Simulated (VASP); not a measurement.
Hf2N:

```xyz
3
Lattice="-1.9279 1.9279 3.1620 1.9279 -1.9279 3.1620 1.9279 1.9279 -3.1620" Properties=species:S:1:pos:R:3 pbc="T T T"
Hf    0.0000    0.0000    3.7501
Hf    0.0000    0.0000    2.5738
N     0.0000    0.0000    0.0000
```

```yaml
Program: VASP 6.6.1
Task: relaxation of cell and atoms
Functional: PBE
Potentials_or_basis: VASP PAW PBE potentials, release 64 (Hf_pv, N)
Cutoff: 600 eV
k_mesh: 6 × 6 × 6
Occupations: gaussian, width 0.1 eV
Spin: no spin polarisation
```

At the start: pressure 455.1 GPa; volume 15.67 Å³/atom.

Q: How do energy, volume and symmetry change on relaxing?

A: Over 28 steps the energy falls by 36394.4 meV/atom and the volume is 22.95 Å³/atom (+46.4 %); space group I4/mmm (No. 139, to 0.05 Å).

Step by step:
| step | energy change (eV) | largest force (eV/Å) | pressure (GPa) | volume (Å³) |
| --- | --- | --- | --- | --- |
| 1 | 0.0000 | 350.1327 | 455.10 | 47.01 |
| 2 | 192.1435 | 18.9312 | -83.40 | 313.39 |
| 3 | 120.5124 | 0.3983 | -93.99 | 271.11 |
| 4 | 56.6701 | 1.4570 | -93.93 | 236.95 |
| 5 | 1451.2011 | 3794.5180 | 1156.80 | 146.24 |
| 6 | -108.2224 | 1.6655 | -3.51 | 59.29 |
| 7 | -108.2219 | 1.5453 | -3.63 | 59.04 |
| 8 | -107.1863 | 3.7468 | -3.89 | 53.04 |
| 9 | -108.3140 | 1.4141 | -2.18 | 58.45 |
| 10 | -108.1686 | 2.4582 | -4.17 | 55.75 |
| 11 | -108.3346 | 1.3401 | -2.47 | 57.83 |
| 12 | -108.3006 | 1.8712 | -3.59 | 56.79 |
| 13 | -108.3319 | 1.6273 | -3.13 | 57.35 |
| 14 | -108.3388 | 1.5556 | -2.95 | 57.56 |
| 15 | -108.6427 | 1.3450 | 17.27 | 54.91 |
| 16 | -108.8238 | 0.5087 | 7.98 | 55.87 |
| 17 | -108.8244 | 0.4244 | 8.54 | 55.81 |
| 18 | -109.0190 | 0.4496 | 3.13 | 61.40 |
| 19 | -109.0245 | 0.4543 | 2.38 | 62.56 |
| 20 | -109.0717 | 1.3501 | -3.62 | 65.95 |
| 21 | -109.0801 | 1.1155 | -2.07 | 64.97 |
| 22 | -109.1461 | 0.5943 | -0.54 | 65.47 |
| 23 | -109.1705 | 0.1244 | 1.00 | 65.92 |
| 24 | -109.1719 | 0.0035 | 1.44 | 66.05 |
| 25 | -109.1804 | 0.1289 | 0.17 | 67.54 |
| 26 | -109.1815 | 0.2000 | -0.53 | 68.43 |
| 27 | -109.1807 | 0.1932 | 0.27 | 69.32 |
| 28 | -109.1833 | 0.0262 | -0.18 | 68.84 |

Final structure:
```
Hf N
1.0
    -2.10465    2.10465    3.88534
     2.10465   -2.10465    3.88534
     2.10465    2.10465   -3.88534
Hf N
2 1
Direct
  0.75200 0.75200 0.00000
  0.24800 0.24800 0.00000
  0.00000 0.00000 0.00000
```

Caveat: the k points lie up to 0.35 Å⁻¹ apart in the final cell; the volume moved by over 15 % at a fixed basis, so the end points are rough.
